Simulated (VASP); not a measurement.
The system is LiH2.

```
Li H
1.0
     1.19086    0.68755    4.61084
    -1.19086    0.68755    4.61084
     0.00000   -1.37509    4.61084
Li H
1 2
Direct
  0.00000 0.00000 0.00000
  0.74840 0.74840 0.74840
  0.58490 0.58490 0.58490
```

| Property | Result |
| --- | --- |
| Program | VASP 6.6.1 |
| Task | relaxation of cell and atoms |
| Functional | PBE |
| Potentials or basis | VASP PAW PBE potentials, release 64 (Li_sv, H) |
| Cutoff | 600 eV |
| k mesh | 12 × 12 × 12 |
| Occupations | gaussian, width 0.1 eV |
| Spin | no spin polarisation |

At the start: pressure 4.8 GPa; volume 7.55 Å³/atom.

Q: Where does the relaxation end?

A: Over 23 steps the energy falls by 264.3 meV/atom and the volume is 6.94 Å³/atom (-8.1 %); space group R3m (No. 160, to 0.1 Å) before and after.

The path:
```
step  energy change (eV)  largest force (eV/Å)  pressure (GPa)  volume (Å³)
   1              0.0000                0.4068            4.78        22.65
   2             -0.0950                0.3945            3.59        23.39
   3             -0.2956                0.3963            0.65        25.53
   4             -0.4526                0.3606           -4.05        29.44
   5             -0.5542                0.1932           -2.44        27.52
   6             -0.3303                3.5628           12.96        22.01
   7             -0.5708                0.1881           -2.45        26.87
   8             -0.6582                0.1986            1.22        24.43
   9             -0.6987                0.7081            2.34        23.73
  10             -0.7009                0.5597            2.00        23.86
  11             -0.7466                0.2854           -1.01        24.23
  12             -0.7484                0.2366           -1.70        24.31
  13             -0.7642                0.1211           -1.64        23.65
  14             -0.7777                0.0541           -1.08        22.58
  15             -0.7727                0.0655            1.29        20.53
  16             -0.7804                0.0592           -0.30        21.77
  17             -0.7847                0.0589            0.06        21.39
  18             -0.7887                0.0764            1.45        20.28
  19             -0.7893                0.0777            0.76        20.75
  20             -0.7897                0.0788            1.02        20.56
  21             -0.7918                0.0432            0.12        20.73
  22             -0.7919                0.0463            0.24        20.71
  23             -0.7929                0.0249           -0.01        20.83
```

Final structure:
```
Li H
1.0
     1.52309    0.87935    2.59152
    -1.52309    0.87935    2.59152
     0.00000   -1.75871    2.59152
Li H
1 2
Direct
  0.01110 0.01110 0.01110
  0.73631 0.73631 0.73631
  0.58590 0.58590 0.58590
```

Caveat: the cutoff is under 1.25 times the usual one of these potentials, so pressure, stress and relaxed cells hold a basis-set (Pulay) error; a cell axis changed by over 15 % at a fixed basis, so the end point is rough.
